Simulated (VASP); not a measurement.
PbS (rocksalt type), 2 atoms in the cell. Symmetry: Fm-3m, No. 225, cubic system. The conventional cell has a = 5.886 Å, b = 5.886 Å, c = 5.886 Å, α = 90.00°, β = 90.00°, γ = 90.00°. Within 3.9 Å of Pb (site symmetry m-3m) lie 6 S at 2.94 Å. Within 3.9 Å of S (site symmetry m-3m) lie 6 Pb at 2.94 Å.  This cell differs from its parent crystal: volume scaled by 0.94.

```yaml
Program: VASP 6.6.1
Task: single point
Functional: PBE
Potentials_or_basis: VASP PAW PBE potentials, release 64 (Pb_d, S)
Cutoff: 520 eV
k_mesh: 14 × 14 × 14
Occupations: fermi-dirac, width 0.1 eV
Spin: no spin polarisation
Dipole_correction: no
Further_INCAR_settings: ALGO = Normal; EDIFF = 1e-06; NBANDS = 17
```

Potentials or basis: VASP PAW PBE potentials, release 64 (Pb_d, S).

The run is started by

```sh
$ cat potpaw_PBE.64/Pb_d/POTCAR potpaw_PBE.64/S/POTCAR > POTCAR
$ mpirun -np 1 vasp_std > vasp.out
```

Hardware: 1 thread of Intel(R) Xeon(R) 6975P-C (Granite Rapids), with other jobs on the host.

Problem. How long does it take, and how much memory?

Solution. Run time: 24 s on 1 thread of Intel(R) Xeon(R) 6975P-C (Granite Rapids) (shared host), peak memory 0.23 GiB. Counts: scf iterations 12, k points 104.
